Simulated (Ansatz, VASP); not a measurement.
# Two plane-wave programs on Ag2BrCl

File INCAR:

```
PREC     = Accurate       # precision mode
ENCUT    = 520            # plane-wave cutoff, eV
EDIFF    = 1E-7           # SCF threshold, eV
ISMEAR   = 0              # smearing method
SIGMA    = 0.01           # smearing width, eV
LREAL    = False          # projectors in reciprocal space
LASPH    = True           # aspherical terms in the spheres
NELM     = 100            # most SCF steps
ALGO     = Normal         # electronic algorithm
ISIF     = 2              # what is computed and relaxed
LWAVE    = False          # write WAVECAR
LCHARG   = False          # write CHGCAR
GGA      = PE             # functional
NBANDS   = 26             # bands
```

File KPOINTS:

```
regular mesh
0
Gamma
  6 6 6
```

POSCAR

```
Ag2BrCl
1.0
    2.0677821541      1.1938345833      6.7224730663
   -2.0677821541      1.1938345833      6.7224730663
    0.0000000000     -2.3876691665      6.7224730663
Cl Br Ag
1 1 2
Direct
    1.0000000000      0.0000000000      0.0000000000
    0.5000000000      0.5000000000      0.5000000000
    0.2529498416      0.2529498416      0.2529498416
    0.7470501584      0.7470501584      0.7470501584
```

Input for Ansatz:

```yaml
crystal:
  lattice:
    - [2.0677821541, 1.1938345833, 6.7224730663]
    - [-2.0677821541, 1.1938345833, 6.7224730663]
    - [0.0, -2.3876691665, 6.7224730663]
  atoms:
    - { symbol: Cl, position: [1.0, 0.0, 0.0] }
    - { symbol: Br, position: [0.5, 0.5, 0.5] }
    - { symbol: Ag, position: [0.2529498416, 0.2529498416, 0.2529498416] }
    - { symbol: Ag, position: [0.7470501584, 0.7470501584, 0.7470501584] }
kpoints:
  mp_grid: { grid: [6, 6, 6] }
hamiltonian:
  xc: pbe
scf:
  occupations: { method: fixed }
  n_extra_bands: 5
output:
  forces: true
  stress: true
  eigenvalues: true
```

Alike in both runs: task single point; functional PBE; k mesh 6 × 6 × 6; no spin polarisation.

|  | VASP | Ansatz |
| --- | --- | --- |
| version | VASP 6.6.1 | Ansatz 0.2.0 |
| potentials or method | VASP PAW PBE potentials, release 64 (Cl, Br, Ag) | plane waves, PAW |
| plane-wave cutoff (eV) | 520 | 420 |
| occupations | gaussian, width 0.01 eV | fixed |
| valence electrons in the cell | 36 | 52 |

Ansatz gave:

```
gap on the k mesh at the Fermi level (eV) : 0.79
pressure (GPa)                            : -2.0
rms of the force components (eV/Å)        : 0.008
```

Q: Which values does VASP return?

A: gap on the k mesh at the Fermi level (eV): 0.79; pressure (GPa): -2.1; rms of the force components (eV/Å): 0.007.

Atom by atom the forces differ by 0.000 eV/Å (rms over components). VASP's potentials hold 36 valence electrons a cell and Ansatz's 52, so a difference there can come from the potentials and not from the codes.
